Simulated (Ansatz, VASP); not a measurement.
**One calculation of ZnAu, two programs**

INCAR

```
ALGO = Fast
EDIFF = 1E-6
ENCUT = 520
GGA = PE
ISIF = 2
ISMEAR = 0
LASPH = T
LCHARG = F
LREAL = F
LWAVE = F
NBANDS = 18
NELM = 100
PREC = Accurate
SIGMA = 0.1
```

File KPOINTS:

```
k-points
0
Gamma
  14 14 14
```

POSCAR

```
ZnAu
1.0
    3.2634075300      0.0000000000      0.0000000000
    0.0000000000      3.2634075300      0.0000000000
    0.0000000000      0.0000000000      3.2634075300
Zn Au
1 1
Direct
    0.5000000000      0.5000000000      0.5000000000
    0.0000000000      0.0000000000      0.0000000000
```

Input for Ansatz:

```yaml
crystal:
  lattice:
    - [3.26340753, 0.0, 0.0]
    - [0.0, 3.26340753, 0.0]
    - [0.0, 0.0, 3.26340753]
  atoms:
    - { symbol: Zn, position: [0.5, 0.5, 0.5] }
    - { symbol: Au, position: [0.0, 0.0, 0.0] }
basis:
  ecutwfc: 420
kpoints:
  mp_grid: { grid: [14, 14, 14] }
hamiltonian:
  xc: pbe
scf:
  occupations: { method: gaussian, width: 0.1 }
output:
  forces: true
  stress: true
  eigenvalues: true
```

Alike in both runs: task single point; functional PBE; k mesh 14 × 14 × 14; occupations gaussian, width 0.1 eV; no spin polarisation.

```csv
,VASP,Ansatz
version,VASP 6.6.1,Ansatz 0.2.0
potentials or method,"VASP PAW PBE potentials, release 64 (Zn, Au), cutoff 520 eV","scalar-relativistic, plane waves, PAW"
valence electrons in the cell,23,31
```

VASP gave:

- gap on the k mesh at the Fermi level (eV): none
- pressure (GPa): -6.7

Problem. Which values does Ansatz return?

Solution. gap on the k mesh at the Fermi level (eV): none; pressure (GPa): -6.8.

A gap of «none» marks a metal or a gap that the smearing closes. With one functional, cell and mesh, what is left measures potentials, basis and numerics. VASP's potentials hold 23 valence electrons a cell and Ansatz's 31, so a difference there can come from the potentials and not from the codes.

Neither program's run includes spin-orbit coupling.
